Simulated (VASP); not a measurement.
Here is a VASP 6.6.1 calculation.

File INCAR:

```
SYSTEM = CoSi2
ALGO = Normal
EDIFF = 1E-6
ENCUT = 520
GGA = PE
ISIF = 2
ISMEAR = 0
LASPH = .True.
LCHARG = .False.
LREAL = .False.
LWAVE = .False.
NBANDS = 26
NELM = 60
PREC = Accurate
SIGMA = 0.1
```

Contents of KPOINTS:

```
k-points
0
Gamma
  10 10 8
  0 0 0
```

POSCAR

```
CoSi2
1.0
    2.8005363160      2.8005363160      0.0000000000
   -2.8005363160      2.8005363160      0.0000000000
    0.0000000000      0.0000000000      5.2151614076
Co Si
2 4
Direct
    0.0000000000      0.0000000000      0.0000000000
    0.5000000000      0.5000000000      0.5000000000
    0.0000000000      0.5000000000      0.7500000000
    0.5000000000      0.0000000000      0.7500000000
    0.5000000000      0.0000000000      0.2500000000
    0.0000000000      0.5000000000      0.2500000000
```

Potentials or basis: VASP PAW PBE potentials, release 64 (Co, Si).

The run is started by

```sh
$ cat potpaw_PBE.64/Co/POTCAR potpaw_PBE.64/Si/POTCAR > POTCAR
$ mpirun -np 1 vasp_std > vasp.out
```

(1) Predict the band gap on the k mesh.

(2) What does it give for the pressure?

## Answers

(1) zero (band 17 reaches 10.53 eV, above the bottom of band 18 at 8.11 eV).

(2) -9.2 GPa.

Caveat: the cell differs from its parent crystal (biaxial strain in the a-b plane: +4.5 %).
